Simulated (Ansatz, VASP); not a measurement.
**KF: VASP beside Ansatz**

Contents of INCAR:

```
SYSTEM = KF
PREC = Accurate
ENCUT = 520
EDIFF = 1E-6
ISMEAR = 0
SIGMA = 0.05
LREAL = .False.
LASPH = .True.
NELM = 80
ALGO = Normal
ISIF = 2
LWAVE = .False.
LCHARG = .True.
GGA = PE
LELF = .True.
LVHAR = .True.
NBANDS = 15
```

Contents of KPOINTS:

```
regular mesh
0
Gamma
  8 8 8
  0 0 0
```

Contents of POSCAR:

```
KF
1.0
    0.0000000000      2.6813066325      2.6813066325
    2.6813066325      0.0000000000      2.6813066325
    2.6813066325      2.6813066325      0.0000000000
K F
1 1
Direct
    0.0000000000      0.0000000000      0.0000000000
    0.5000000000      0.5000000000      0.5000000000
```

Input for Ansatz:

```yaml
crystal:
  lattice:
    - [0.0, 2.6813066325, 2.6813066325]
    - [2.6813066325, 0.0, 2.6813066325]
    - [2.6813066325, 2.6813066325, 0.0]
  atoms:
    - { symbol: K, position: [0.0, 0.0, 0.0] }
    - { symbol: F, position: [0.5, 0.5, 0.5] }
basis:
  ecutwfc: 520.0
kpoints:
  mp_grid: { grid: [8, 8, 8] }
hamiltonian:
  xc: pbe
scf:
  occupations: { method: gaussian, width: 0.05 }
output:
  forces: true
  stress: true
  eigenvalues: true
```

Alike in both runs: task single point; functional PBE; k mesh 8 × 8 × 8; occupations gaussian, width 0.05 eV; no spin polarisation.

|  | VASP | Ansatz |
| --- | --- | --- |
| version | VASP 6.6.1 | Ansatz 0.2.0 |
| potentials or method | VASP PAW PBE potentials, release 64 (K_sv, F), cutoff 520 eV | scalar-relativistic, plane waves, PAW |
| valence electrons in the cell | 16 | 16 |

Ansatz gave:

| Property | Result |
| --- | --- |
| gap on the k mesh at the Fermi level (eV) | 6.13 |
| least direct gap on the mesh (eV) | 6.13 |
| pressure (GPa) | 1.0 |

Question: Estimate VASP's values.

Answer: gap on the k mesh at the Fermi level (eV): 6.11; least direct gap on the mesh (eV): 6.11; pressure (GPa): 1.0.
